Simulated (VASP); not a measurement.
# Hg (P6_3/mmc) in VASP: a series of runs, part 2 of 2

VASP 6.6.1. The steps go on from the part before.

### Step 3. Single point, PBE (29.89 Å³/atom)

This run uses another cell than the first one, of 29.89 Å³/atom.

File INCAR:

```
PREC     = Accurate       # precision mode
ENCUT    = 500            # plane-wave cutoff, eV
EDIFF    = 1E-6           # SCF threshold, eV
ISMEAR   = -1             # smearing method
SIGMA    = 0.1            # smearing width, eV
LREAL    = F              # projectors in reciprocal space
LASPH    = T              # aspherical terms in the spheres
NELM     = 120            # most SCF steps
ALGO     = Normal         # electronic algorithm
ISIF     = 2              # what is computed and relaxed
LWAVE    = F              # write WAVECAR
LCHARG   = T              # write CHGCAR
GGA      = PE             # functional
LELF     = T              # ELF
LVHAR    = T            
NBANDS   = 32             # bands
GGA_COMPAT= F
```

File KPOINTS:

```
Automatic mesh
0
Gamma
  12 12 4
```

File POSCAR:

```
Hg
1.0
    3.5190168167      0.0000000000      0.0000000000
   -1.7595084084      3.0475579596      0.0000000000
    0.0000000000      0.0000000000     11.1480653638
Hg
4
Direct
    0.0000000000      1.0000000000      0.0000000000
    0.0000000000      1.0000000000      0.5000000000
    0.3333333333      0.6666666667      0.2500000000
    0.6666666667      0.3333333333      0.7500000000
```

Potentials or basis: VASP PAW PBE potentials, release 64 (Hg).

Launch:

```console
$ cat potpaw_PBE.64/Hg/POTCAR > POTCAR
$ mpirun -np 1 vasp_std > vasp.out
```

OUTCAR:

```text
PREC = Accurate
   ENCUT = 500
   EDIFF = 1E-6
   ISMEAR = -1
   LREAL = F
   LASPH = T
   NELM = 120
   ISIF = 2
   GGA = PE

 ion  position               nearest neighbor table
   1  0.000  0.000  0.000-   3 3.45   4 3.45   4 3.45   3 3.45   4 3.45   3 3.45
   2  0.000  0.000  0.500-   3 3.45   4 3.45   4 3.45   3 3.45   4 3.45   3 3.45
   3  0.333  0.667  0.250-   1 3.45   2 3.45   1 3.45   2 3.45   1 3.45   2 3.45
   4  0.667  0.333  0.750-   1 3.45   2 3.45   1 3.45   2 3.45   1 3.45   2 3.45

  LATTYP: Found a hexagonal cell.
 ALAT       =     3.5190168167
 C/A-ratio  =     3.1679488745

  Lattice vectors:

 A1 = (   3.5190168167,   0.0000000000,   0.0000000000)
 A2 = (  -1.7595084084,   3.0475579596,   0.0000000000)
 A3 = (   0.0000000000,   0.0000000000,  11.1480653638)

Analysis of symmetry for initial positions (statically):
=====================================================================
 Subroutine PRICEL returns:
 Original cell was already a primitive cell.

 Routine SETGRP: Setting up the symmetry group for a
 hexagonal supercell.

 Subroutine GETGRP returns: Found 24 space group operations
[... 166 lines left out ...]
  ---------------------------------------------------
  free energy    TOTEN  =        -0.73334789 eV

  energy without entropy =       -0.72091238  energy(sigma->0) =       -0.72713014

 E-fermi :   0.7448     XC(G=0):  -9.5805

 val. band max:        0.6903394451   @ k =   0.5000   0.0000   0.0000
 cond. band min:       0.7624548246   @ k =   0.0833   0.0000   0.0000
 fundamental gap:      0.0721153796
 Fermi energy:         0.7448327184

 k-point     1 :       0.0000    0.0000    0.0000
  band No.  band energies     occupation
      1      -6.2097      2.00000
      2      -5.7691      2.00000
      3      -5.5886      2.00000
      4      -5.5829      2.00000
      5      -5.2743      2.00000
      6      -5.2743      2.00000
[... 829 lines left out ...]
     31       8.0120      0.00000
     32       8.9018      0.00000

 [... further k-points ...]
[... 5 lines left out ...]
  --------------------------------------------------------------------------------------
  -------------------------------------------------------------------------------------
  Total        0.2572661      0.2572661      0.2366175     -0.0000000      0.0000000     -0.0000000
  in kB        3.4476271      3.4476271      3.1709157     -0.0000000      0.0000000     -0.0000000
  external PRESSURE =       3.3553900 kB  Pullay stress =       0.0000000 kB

 VOLUME and BASIS-vectors are now :
 -----------------------------------------------------------------------------
  energy-cutoff  :      500.00
  volume of cell :      119.56
      direct lattice vectors                 reciprocal lattice vectors
     3.519016817  0.000000000  0.000000000     0.284170282  0.164065789  0.000000000
    -1.759508408  3.047557960  0.000000000     0.000000000  0.328131577  0.000000000
     0.000000000  0.000000000 11.148065364     0.000000000  0.000000000  0.089701663

 POSITION                                       TOTAL-FORCE (eV/Angst)
 -----------------------------------------------------------------------------------
      0.00000      0.00000      0.00000        -0.000000      0.000000     -0.000000
      0.00000      0.00000      5.57403        -0.000000      0.000000     -0.000000
     -0.00000      2.03171      2.78702        -0.000000      0.000000      0.000000
      1.75951      1.01585      8.36105         0.000000      0.000000     -0.000000
 -----------------------------------------------------------------------------------
    total drift:                                0.000000     -0.000000      0.000000

  FREE ENERGIE OF THE ION-ELECTRON SYSTEM (eV)
  ---------------------------------------------------
  free  energy   TOTEN  =        -0.7333478937 eV

  energy  without entropy=       -0.7209123807  energy(sigma->0) =       -0.72713014
```

OSZICAR:

```text
N       E                     dE             d eps       ncg     rms          rms(c)
DAV:   1     0.373116131417E+03    0.37312E+03   -0.23253E+04  3648   0.137E+03
DAV:   2     0.115798690005E+02   -0.36154E+03   -0.33811E+03  3776   0.360E+02
DAV:   3    -0.719926650127E+00   -0.12300E+02   -0.12077E+02  4328   0.703E+01
DAV:   4    -0.777696527194E+00   -0.57770E-01   -0.57759E-01  3816   0.404E+00
DAV:   5    -0.777822456294E+00   -0.12593E-03   -0.12593E-03  4288   0.195E-01    0.332E+00
DAV:   6    -0.734227315348E+00    0.43595E-01   -0.12539E-01  3832   0.277E+00    0.266E+00
DAV:   7    -0.732905123268E+00    0.13222E-02   -0.25610E-02  3808   0.105E+00    0.105E+00
DAV:   8    -0.733248039542E+00   -0.34292E-03   -0.34972E-03  3856   0.513E-01    0.701E-02
DAV:   9    -0.733294701479E+00   -0.46662E-04   -0.37717E-05  4272   0.468E-02    0.255E-02
DAV:  10    -0.733347743792E+00   -0.53042E-04   -0.56026E-05  3792   0.474E-02    0.366E-03
DAV:  11    -0.733347893749E+00   -0.14996E-06   -0.57784E-07  2632   0.478E-03
   1 F= -.73334789E+00 E0= -.72713014E+00  d E =-.124355E-01
```

stdout:

```text
POSCAR found type information on POSCAR Hg
 POSCAR found :  1 types and       4 ions
 scaLAPACK will be used
 LDA part: xc-table for (Slater+PW92), standard interpolation
 POSCAR, INCAR and KPOINTS ok, starting setup
 FFT: planning ... GRIDC
 FFT: planning ... GRID_SOFT
 FFT: planning ... GRID
 WAVECAR not read
 entering main loop
```

Wall time 68 s (1 thread of Intel Xeon 6975P-C (Granite Rapids), shared host); peak memory 0.32 GiB.

What came out:

* Free energy: -0.7333 eV
* Pressure: 0.3 GPa
* Band gap on the k mesh: zero (bands 24 and 25 overlap by 0.03 eV)

Caveat: spin-orbit coupling is left out, which moves the levels of the heavy elements.

### Step 4. Single point, PBE (31.13 Å³/atom)

This run uses another cell than the first one, of 31.13 Å³/atom.

File INCAR:

```
ALGO = Normal
EDIFF = 1E-6
ENCUT = 500
GGA = PE
GGA_COMPAT = False
ISIF = 2
ISMEAR = -1
LASPH = True
LCHARG = True
LELF = True
LREAL = False
LVHAR = True
LWAVE = False
NBANDS = 32
NELM = 120
PREC = Accurate
SIGMA = 0.1
```

File KPOINTS:

```
k-points
0
Gamma
  12 12 4
```

File POSCAR:

```
Hg
1.0
    3.5672285175      0.0000000000      0.0000000000
   -1.7836142588      3.0893105173      0.0000000000
    0.0000000000      0.0000000000     11.3007975671
Hg
4
Direct
    0.0000000000      1.0000000000      0.0000000000
    0.0000000000      1.0000000000      0.5000000000
    0.3333333333      0.6666666667      0.2500000000
    0.6666666667      0.3333333333      0.7500000000
```

Launch:

```console
$ cat potpaw_PBE.64/Hg/POTCAR > POTCAR
$ mpirun -np 1 vasp_std > vasp.out
```

It took 78 s on 1 thread of Intel Xeon 6975P-C (Granite Rapids), shared host; peak memory 0.32 GiB.

It converged, with:

- Free energy: -0.7409 eV
- Pressure: 0.0 GPa

Levels at points of the mesh, in eV from the Fermi level:
| k point | band 20 | band 21 | band 22 | band 23 | band 24 | band 25 | band 26 | band 27 | band 28 | band 29 |
| --- | --- | --- | --- | --- | --- | --- | --- | --- | --- | --- |
| (0.00, 0.00, 0.00) | -5.26 | -5.26 | -5.12 | -5.11 | -1.43 | -0.04 | 6.22 | 6.23 | 10.35 | 10.35 |
| (0.50, 0.00, 0.00) | -5.19 | -2.16 | -1.92 | -1.20 | -0.64 | 0.08 | 0.41 | 2.70 | 3.09 | 4.66 |
| (0.00, 0.00, 0.50) | -5.32 | -5.32 | -5.32 | -3.34 | -3.34 | 2.52 | 2.52 | 10.34 | 10.34 | 10.62 |
| (0.50, 0.00, 0.50) | -5.22 | -1.95 | -1.95 | -1.30 | -1.30 | 1.19 | 1.19 | 1.77 | 1.77 | 6.31 |

Caveat: spin-orbit coupling is left out, which moves the levels of the heavy elements.

### Step 5. Single point, PBE (32.38 Å³/atom)

This run uses another cell than the first one, of 32.38 Å³/atom.

File INCAR:

```
SYSTEM = Hg
PREC = Accurate ; ENCUT = 500
EDIFF = 1E-6 ; ISMEAR = -1
SIGMA = 0.1 ; LREAL = .False.
LASPH = .True. ; NELM = 120
ALGO = Normal ; ISIF = 2
LWAVE = .False. ; LCHARG = .True.
GGA = PE ; LELF = .True.
LVHAR = .True. ; NBANDS = 32
GGA_COMPAT = .False.
```

File KPOINTS:

```
regular mesh
0
Gamma
  12 12 4
  0 0 0
```

File POSCAR:

```
Hg
1.0
    3.6141711181      0.0000000000      0.0000000000
   -1.8070855591      3.1299640019      0.0000000000
    0.0000000000      0.0000000000     11.4495093257
Hg
4
Direct
    0.0000000000      1.0000000000      0.0000000000
    0.0000000000      1.0000000000      0.5000000000
    0.3333333333      0.6666666667      0.2500000000
    0.6666666667      0.3333333333      0.7500000000
```

Launch:

```console
$ cat potpaw_PBE.64/Hg/POTCAR > POTCAR
$ mpirun -np 1 vasp_std > vasp.out
```

It took 74 s on 1 thread of Intel Xeon 6975P-C (Granite Rapids), shared host; peak memory 0.33 GiB.

Results (log left out):

| Item | Value |
| --- | --- |
| Free energy | -0.7398 eV |
| Pressure | -0.2 GPa |
| Band gap on the k mesh | 0.43 eV (least direct gap 0.90 eV) |

Levels at points of the mesh, in eV from the valence-band top:
```csv
k point,band 20,band 21,band 22,band 23,band 24,band 25,band 26,band 27,band 28,band 29
"(0.00, 0.00, 0.00)",-4.90,-4.90,-4.63,-4.62,-1.14,0.43,6.40,6.41,10.42,10.42
"(0.50, 0.00, 0.00)",-4.83,-1.82,-1.57,-0.92,-0.36,0.53,0.86,2.99,3.39,4.94
"(0.00, 0.00, 0.50)",-4.96,-4.96,-4.96,-2.91,-2.91,2.83,2.83,10.40,10.40,10.69
"(0.50, 0.00, 0.50)",-4.87,-1.62,-1.62,-0.95,-0.95,1.54,1.54,2.13,2.13,6.53
```

Caveat: spin-orbit coupling is left out, which moves the levels of the heavy elements. A k mesh can miss the band edges.

### Step 6. The runs side by side

| task | cell | k mesh | gap on the mesh (eV) | pressure (GPa) |
| --- | --- | --- | --- | --- |
| relaxation of cell and atoms | relaxed from a = 3.195, b = 3.195, c = 10.436 Å, angles 90.0, 90.0, 120.0°, 4 atoms | 11 × 11 × 3 | - | 0.0 |
| single point | a = 3.519, b = 3.519, c = 11.148 Å, angles 90.0, 90.0, 120.0°, 4 atoms | 12 × 12 × 4 | none | 0.3 |
| single point | a = 3.567, b = 3.567, c = 11.301 Å, angles 90.0, 90.0, 120.0°, 4 atoms | 12 × 12 × 4 | - | 0.0 |
| single point | a = 3.614, b = 3.614, c = 11.450 Å, angles 90.0, 90.0, 120.0°, 4 atoms | 12 × 12 × 4 | 0.43 | -0.2 |

Alike in all rows: level PBE; potentials or basis VASP PAW PBE potentials, release 64 (Hg); no spin polarisation; cutoff (eV) 500; smearing fermi-dirac 0.1 eV.

Caveats: spin-orbit coupling is left out, which moves the levels of the heavy elements; the volume moved by over 15 % at a fixed basis, so the end points are rough (at least some runs).

Total energies depend on the potentials used, so only differences within one code and one set of settings carry meaning.
